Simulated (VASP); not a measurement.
# CdF2 (Fm-3m) in VASP: single point with PBE

Aim: the single point of CdF2 with PBE.

Program: VASP 6.6.1. These are calculated values, not measurements. Logs are shortened: lines on timing, memory, paths and dates and some standing lists are left out, and cuts for length are marked.

### Step 1. The cell of the first run

It takes space group Fm-3m (No. 225, cubic). Conventional cell: a = 5.388 Å, b = 5.388 Å, c = 5.388 Å, α = 90.00°, β = 90.00°, γ = 90.00°. Within 3.1 Å of Cd (site symmetry m-3m) lie 8 F at 2.33 Å. Within 3.1 Å of F (site symmetry -43m) lie 4 Cd at 2.33 Å and 6 F at 2.69 Å.

### Step 2. Single point, PBE

File POSCAR:

```
CdF2
1.0
    0.0000000000      2.6940000000      2.6940000000
    2.6940000000      0.0000000000      2.6940000000
    2.6940000000      2.6940000000      0.0000000000
Cd F
1 2
Direct
    0.0000000000      0.0000000000      0.0000000000
    0.2500000000      0.2500000000      0.2500000000
    0.7500000000      0.7500000000      0.7500000000
```

File INCAR.step1:

```
PREC = Accurate
ENCUT = 520
EDIFF = 1E-6
ISMEAR = 0
SIGMA = 0.01
LREAL = F
LASPH = T
NELM = 120
ALGO = Normal
ISIF = 2
LWAVE = F
LCHARG = T
GGA = PE
NBANDS = 20
GGA_COMPAT = F
NEDOS = 2001
LORBIT = 11
```

File KPOINTS.step1:

```
Automatic mesh
0
Gamma
  6 6 6
```

File INCAR.step2:

```
PREC = Accurate
ENCUT = 520
EDIFF = 1E-6
ISMEAR = -5
SIGMA = 0.01
LREAL = F
LASPH = T
NELM = 120
ALGO = Normal
ISIF = 2
LWAVE = F
LCHARG = F
GGA = PE
LORBIT = 10
NBANDS = 20
NEDOS = 1001
ICHARG = 11
GGA_COMPAT = F
```

File KPOINTS.step2:

```
Automatic mesh
0
Gamma
  9 9 9
```

Potentials or basis: VASP PAW PBE potentials, release 64 (Cd, F).

Launch:

```
cat potpaw_PBE.64/Cd/POTCAR potpaw_PBE.64/F/POTCAR > POTCAR
cp INCAR.step1 INCAR
cp KPOINTS.step1 KPOINTS
mpirun -np 1 vasp_std > vasp.out
cp INCAR.step2 INCAR
cp KPOINTS.step2 KPOINTS
mpirun -np 1 vasp_std > vasp.out
```

OUTCAR:

```text
PREC = Accurate
   ENCUT = 520
   EDIFF = 1E-6
   ISMEAR = -5
   LREAL = F
   LASPH = T
   NELM = 120
   ISIF = 2
   GGA = PE
   LORBIT = 10
   ICHARG = 11

 ion  position               nearest neighbor table
   1  0.000  0.000  0.000-   3 2.33   3 2.33   3 2.33   2 2.33   3 2.33   2 2.33   2 2.33   2 2.33

   2  0.250  0.250  0.250-   1 2.33   1 2.33   1 2.33   1 2.33
   3  0.750  0.750  0.750-   1 2.33   1 2.33   1 2.33   1 2.33

  LATTYP: Found a face centered cubic cell.
 ALAT       =     5.3880000000

  Lattice vectors:

 A1 = (   0.0000000000,   2.6940000000,   2.6940000000)
 A2 = (   2.6940000000,   0.0000000000,   2.6940000000)
 A3 = (   2.6940000000,   2.6940000000,   0.0000000000)

Analysis of symmetry for initial positions (statically):
=====================================================================
 Subroutine PRICEL returns:
 Original cell was already a primitive cell.

 Routine SETGRP: Setting up the symmetry group for a
 face centered cubic supercell.

 Subroutine GETGRP returns: Found 48 space group operations
 (whereof 48 operations were pure point group operations)
 out of a pool of 48 trial point group operations.

The static configuration has the point symmetry O_h .

Analysis of symmetry for dynamics (positions and initial velocities):
=====================================================================
 Subroutine PRICEL returns:
 Original cell was already a primitive cell.

 Routine SETGRP: Setting up the symmetry group for a
 face centered cubic supercell.

 Subroutine GETGRP returns: Found 48 space group operations
 (whereof 48 operations were pure point group operations)
 out of a pool of 48 trial point group operations.

The dynamic configuration has the point symmetry O_h .

 Subroutine INISYM returns: Found 48 space group operations
 (whereof 48 operations are pure point group operations),
 and found     1 'primitive' translations

----------------------------------------------------------------------------------------

                                     Primitive cell

  volume of cell :      39.1041

  direct lattice vectors                    reciprocal lattice vectors
     0.000000000  2.694000000  2.694000000    -0.185597624  0.185597624  0.185597624
     2.694000000  0.000000000  2.694000000     0.185597624 -0.185597624  0.185597624
     2.694000000  2.694000000  0.000000000     0.185597624  0.185597624 -0.185597624

  length of vectors
     3.809891337  3.809891337  3.809891337     0.321464515  0.321464515  0.321464515

  position of ions in fractional coordinates (direct lattice)
     0.000000000  0.000000000  0.000000000
     0.250000000  0.250000000  0.250000000
     0.750000000  0.750000000  0.750000000

  ion indices of the primitive-cell ions
   primitive index   ion index
                 1           1
                 2           2
                 3           3

----------------------------------------------------------------------------------------

 KPOINTS: Automatic mesh

Automatic generation of k-mesh.
 Grid dimensions read from file:
 generate k-points for:    9    9    9

 Generating k-lattice:

  Cartesian coordinates                     Fractional coordinates (reciprocal lattice)
    -0.020621958  0.020621958  0.020621958     0.111111111  0.000000000  0.000000000
     0.020621958 -0.020621958  0.020621958     0.000000000  0.111111111  0.000000000
     0.020621958  0.020621958 -0.020621958     0.000000000  0.000000000  0.111111111

  Length of vectors
     0.035718279  0.035718279  0.035718279

  Shift w.r.t. Gamma in fractional coordinates (k-lattice)
     0.000000000  0.000000000  0.000000000

 TETIRR: Found    115 inequivalent tetrahedra from     4374

 Subroutine IBZKPT returns following result:
 ===========================================

 Found     35 irreducible k-points:

 Following reciprocal coordinates:
            Coordinates               Weight
  0.000000  0.000000  0.000000      1.000000
  0.111111  0.000000  0.000000      8.000000
  0.222222  0.000000  0.000000      8.000000
  0.333333  0.000000  0.000000      8.000000
  0.444444  0.000000  0.000000      8.000000
  0.111111  0.111111  0.000000      6.000000
[... 16 lines left out ...]
 -0.333333  0.333333  0.000000     12.000000
  0.444444  0.444444  0.000000      6.000000
 [... further k-points ...]
   k-points           NKPTS =     35   k-points in BZ     NKDIM =     35   number of bands    NBANDS=     20
   number of dos      NEDOS =   1001   number of ions     NIONS =      3
   total plane-waves  NPLWV =  21952
   dimension x,y,z NGX =    28 NGY =   28 NGZ =   28
   dimension x,y,z NGXF=    56 NGYF=   56 NGZF=   56
   ions per type =               1   2
   NGX,Y,Z   is equivalent  to a cutoff of  12.22, 12.22, 12.22 a.u.
   NGXF,Y,Z  is equivalent  to a cutoff of  24.44, 24.44, 24.44 a.u.
 SYSTEM =  unknown system
   PREC   = accura    normal or accurate (medium, high low for compatibility)
   ISTART =      0    job   : 0-new  1-cont  2-samecut
   ICHARG =     11    charge: 1-file 2-atom 10-const
   ISPIN  =      1    spin polarized calculation?
   LNONCOLLINEAR =      F non collinear calculations
   LSORBIT =      F    spin-orbit coupling
   LASPH  =      T    aspherical Exc in radial PAW
   ENCUT  =  520.0 eV  38.22 Ry    6.18 a.u.   7.08  7.08  7.08*2*pi/ulx,y,z
   NELM   =    120;   NELMIN=  2; NELMDL=  0     # of ELM steps
   EDIFF  = 0.1E-05   stopping-criterion for ELM
   LREAL  =      F    real-space projection
   EDIFFG = 0.1E-04   stopping-criterion for IOM
   NSW    =      0    number of steps for IOM
   IBRION =     -1    ionic relax: 0-MD 1-quasi-New 2-CG
   NFREE  =      0    steps in history (QN), initial steepest desc. (CG)
   ISIF   =      2    stress and relaxation
   ISYM   =      2    0-nonsym 1-usesym 2-fastsym
   POTIM  = 0.5000    time-step for ionic-motion
   TEBEG  =    0.0;   TEEND  =   0.0 temperature during run
   PSTRESS=    0.0 pullay stress
   NELECT =      26.0000    total number of electrons
   NUPDOWN=      -1.0000    fix difference up-down
   EMIN   =  10.00;   EMAX   =-10.00  energy-range for DOS
   EFERMI =   0.00;   METHOD = LEGACY
   ISMEAR =    -5;   SIGMA  =   0.01  broadening in eV -4-tet -1-fermi 0-gaus
   EFERMI_NEDOS =   21; number of points for ismear=-14 and -15
   IALGO  =     38    algorithm
   IMIX   =      4    mixing-type and parameters
     AMIX     =   0.40;   BMIX     =  1.00
     AMIX_MAG =   1.60;   BMIX_MAG =  1.00
  volume/ion in A,a.u.               =      13.03        87.96
  Fermi-wavevector in a.u.,A,eV,Ry     =   1.428867  2.700166 27.778468  2.041660
  Thomas-Fermi vector in A             =   2.548882
   LORBIT       =     10    0 simple, 1 ext, 2 COOP (PROOUT), +10 PAW based schemes
   GGA     = PE    functional components
   LHFCALC =     F    Hartree Fock is set to
   AEXX    =    0.0000 exact exchange contribution
   IVDW    =     0    specifies the selected vdW correction
   LEPSILON=     F    determine dielectric tensor
   LRPA    =     F    only Hartree local field effects (RPA)
 non-spin polarized calculation
 Fermi weights with tetrahedron method with Bloechl corrections
  energy-cutoff  :      520.00
  volume of cell :       39.10
 maximum number of plane-waves:      1067

 number of electron      25.9999990 magnetization

 Free energy of the ion-electron system (eV)
  ---------------------------------------------------
  ext. energy  EPLUGINS =         0.00000000
  ---------------------------------------------------
  free energy    TOTEN  =       -10.85958825 eV

  energy without entropy =      -10.85958825  energy(sigma->0) =      -10.85958825

 E-fermi :  -1.3326     XC(G=0): -10.4121

 val. band max:       -1.3407622344   @ k =  -0.3333   0.4444   0.2222
 cond. band min:       1.7564807198   @ k =   0.0000   0.0000   0.0000
 fundamental gap:      3.0972429542
 Fermi energy:        -1.3326477407

 k-point     1 :       0.0000    0.0000    0.0000
  band No.  band energies     occupation
      1     -22.1167      2.00000
      2     -21.0119      2.00000
      3      -6.9300      2.00000
      4      -6.9300      2.00000
      5      -6.9300      2.00000
      6      -5.7122      2.00000
[... 12 lines left out ...]
     19      18.5873      0.00000
     20      18.5873      0.00000

 k-point     2 :       0.1111    0.0000    0.0000
  band No.  band energies     occupation
      1     -22.0767      2.00000
      2     -21.0463      2.00000
      3      -6.8828      2.00000
      4      -6.8828      2.00000
      5      -6.7983      2.00000
      6      -5.7270      2.00000
[... 12 lines left out ...]
     19      18.2591      0.00000
     20      18.2591      0.00000

 k-point     3 :       0.2222    0.0000    0.0000
  band No.  band energies     occupation
      1     -21.9679      2.00000
      2     -21.1436      2.00000
      3      -6.7670      2.00000
      4      -6.7670      2.00000
      5      -6.4360      2.00000
      6      -5.7461      2.00000
[... 12 lines left out ...]
     19      17.6604      0.00000
     20      18.2220      0.00000

 k-point     4 :       0.3333    0.0000    0.0000
  band No.  band energies     occupation
      1     -21.8117      2.00000
      2     -21.2843      2.00000
      3      -6.6519      2.00000
      4      -6.6519      2.00000
      5      -5.9439      2.00000
      6      -5.7186      2.00000
[... 12 lines left out ...]
     19      17.1727      0.00000
     20      18.0079      0.00000

 k-point     5 :       0.4444    0.0000    0.0000
  band No.  band energies     occupation
      1     -21.6384      2.00000
      2     -21.4450      2.00000
      3      -6.5951      2.00000
      4      -6.5951      2.00000
      5      -5.6557      2.00000
      6      -5.6557      2.00000
[... 12 lines left out ...]
     19      16.9098      0.00000
     20      17.5235      0.00000

 k-point     6 :       0.1111    0.1111    0.0000
  band No.  band energies     occupation
      1     -22.0646      2.00000
      2     -21.0566      2.00000
      3      -6.8611      2.00000
      4      -6.8611      2.00000
      5      -6.7634      2.00000
      6      -5.7751      2.00000
[... 12 lines left out ...]
     19      18.1525      0.00000
     20      18.7058      0.00000

 k-point     7 :       0.2222    0.1111    0.0000
  band No.  band energies     occupation
      1     -21.9810      2.00000
      2     -21.1301      2.00000
      3      -6.7587      2.00000
      4      -6.7585      2.00000
      5      -6.4886      2.00000
      6      -5.8443      2.00000
[... 12 lines left out ...]
     19      18.5028      0.00000
     20      19.1572      0.00000
[... 277 lines left out ...]
 k-point    20 :       0.3333    0.3333    0.0000
  band No.  band energies     occupation
      1     -21.7710      2.00000
      2     -21.2945      2.00000
      3      -6.3639      2.00000
      4      -6.3421      2.00000
      5      -6.3421      2.00000
      6      -5.8269      2.00000
[... 12 lines left out ...]
     19      19.0387      0.00000
     20      19.5720      0.00000

 k-point    21 :       0.4444    0.3333    0.0000
  band No.  band energies     occupation
      1     -21.6899      2.00000
      2     -21.3601      2.00000
      3      -6.5117      2.00000
      4      -6.1969      2.00000
      5      -6.1309      2.00000
      6      -5.6266      2.00000
[... 12 lines left out ...]
     19      18.9027      0.00000
     20      19.6507      0.00000

 k-point    22 :      -0.4444    0.3333    0.0000
  band No.  band energies     occupation
      1     -21.6014      2.00000
      2     -21.4413      2.00000
      3      -6.5109      2.00000
      4      -6.1343      2.00000
      5      -5.9078      2.00000
      6      -5.7108      2.00000
[... 12 lines left out ...]
     19      19.3271      0.00000
     20      19.5184      0.00000

 k-point    23 :      -0.3333    0.3333    0.0000
  band No.  band energies     occupation
      1     -21.5346      2.00000
      2     -21.5148      2.00000
      3      -6.4635      2.00000
      4      -6.1875      2.00000
      5      -5.8367      2.00000
      6      -5.7240      2.00000
[... 12 lines left out ...]
     19      18.1557      0.00000
     20      20.4526      0.00000

 k-point    24 :       0.4444    0.4444    0.0000
  band No.  band energies     occupation
      1     -21.6634      2.00000
      2     -21.3738      2.00000
      3      -6.6661      2.00000
      4      -6.0306      2.00000
      5      -6.0306      2.00000
      6      -5.6000      2.00000
[... 12 lines left out ...]
     19      18.2486      0.00000
     20      20.0472      0.00000

 [... further k-points ...]
[... 5 lines left out ...]
  --------------------------------------------------------------------------------------
  -------------------------------------------------------------------------------------
  Total        1.5054644      1.5054644      1.5054644      0.0000000      0.0000000      0.0000000
  in kB       61.6819808     61.6819808     61.6819808      0.0000000      0.0000000      0.0000000
  external PRESSURE =      61.6819808 kB  Pullay stress =       0.0000000 kB

 VOLUME and BASIS-vectors are now :
 -----------------------------------------------------------------------------
  energy-cutoff  :      520.00
  volume of cell :       39.10
      direct lattice vectors                 reciprocal lattice vectors
     0.000000000  2.694000000  2.694000000    -0.185597624  0.185597624  0.185597624
     2.694000000  0.000000000  2.694000000     0.185597624 -0.185597624  0.185597624
     2.694000000  2.694000000  0.000000000     0.185597624  0.185597624 -0.185597624

 POSITION                                       TOTAL-FORCE (eV/Angst)
 -----------------------------------------------------------------------------------
      0.00000      0.00000      0.00000        -0.000000      0.000000     -0.000000
      1.34700      1.34700      1.34700        -0.000000     -0.000000     -0.000000
      4.04100      4.04100      4.04100         0.000000      0.000000      0.000000
 -----------------------------------------------------------------------------------
    total drift:                                0.000000      0.000000     -0.000000

  FREE ENERGIE OF THE ION-ELECTRON SYSTEM (eV)
  ---------------------------------------------------
  free  energy   TOTEN  =       -10.8595882500 eV

  energy  without entropy=      -10.8595882500  energy(sigma->0) =      -10.85958825

 total charge

# of ion       s       p       d       tot
------------------------------------------
    1        0.231   0.196   9.691  10.119
    2        1.740   4.344   0.000   6.083
    3        1.740   4.344   0.000   6.083
--------------------------------------------------
tot          3.711   8.883   9.691  22.286
```

It took 25 s on 1 thread of AMD EPYC 7R43 (Zen 3), shared host; peak memory 0.12 GiB.

What came out:

- Valence electrons inside the program's atomic spheres: Cd 10.12; F 6.08
